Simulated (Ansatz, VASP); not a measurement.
## Ca in VASP and in Ansatz

Contents of INCAR:

```
SYSTEM = Ca
ALGO = Normal
EDIFF = 1E-6
ENCUT = 520
GGA = PS
ISIF = 2
ISMEAR = 0
LASPH = .TRUE.
LCHARG = .FALSE.
LREAL = .FALSE.
LWAVE = .FALSE.
NBANDS = 11
NELM = 80
PREC = Accurate
SIGMA = 0.15
```

Contents of KPOINTS:

```
k-points
0
G
  14 14 14
  0 0 0
```

File POSCAR:

```
Ca
1.0
    0.0000000000      3.0177360000      3.0177360000
    3.0177360000      0.0000000000      3.0177360000
    3.0177360000      3.0177360000      0.0000000000
Ca
1
Direct
    0.0000000000      0.0000000000      0.0000000000
```

Input for Ansatz:

```yaml
crystal:
  lattice:
    - [0.0, 3.017736, 3.017736]
    - [3.017736, 0.0, 3.017736]
    - [3.017736, 3.017736, 0.0]
  atoms:
    - { symbol: Ca, position: [0.0, 0.0, 0.0] }
basis:
  ecutwfc: 420
kpoints:
  mp_grid: { grid: [14, 14, 14] }
hamiltonian:
  xc: pbesol
scf:
  occupations: { method: gaussian, width: 0.15 }
output:
  forces: true
  stress: true
  eigenvalues: true
```

Change from the starting cell: strain +0.080 along x and y, +0.080 along z, atoms carried along.

Alike in both runs: task single point; functional PBEsol; k mesh 14 × 14 × 14; occupations gaussian, width 0.15 eV; no spin polarisation.

|  | VASP | Ansatz |
| --- | --- | --- |
| version | VASP 6.6.1 | Ansatz 0.2.0 |
| potentials or method | VASP PAW PBE potentials, release 64 (Ca_sv), cutoff 520 eV | scalar-relativistic, plane waves, PAW |
| valence electrons in the cell | 10 | 10 |

```tsv
	VASP	Ansatz	Ansatz less VASP
gap on the k mesh at the Fermi level (eV)	none	none	-
pressure (GPa)	-3.3	-3.3	+0.01
```

VASP's potentials were made for PBE, not for PBEsol. A gap of «none» marks a metal or a gap that the smearing closes. With one functional, cell and mesh, what is left measures potentials, basis and numerics.
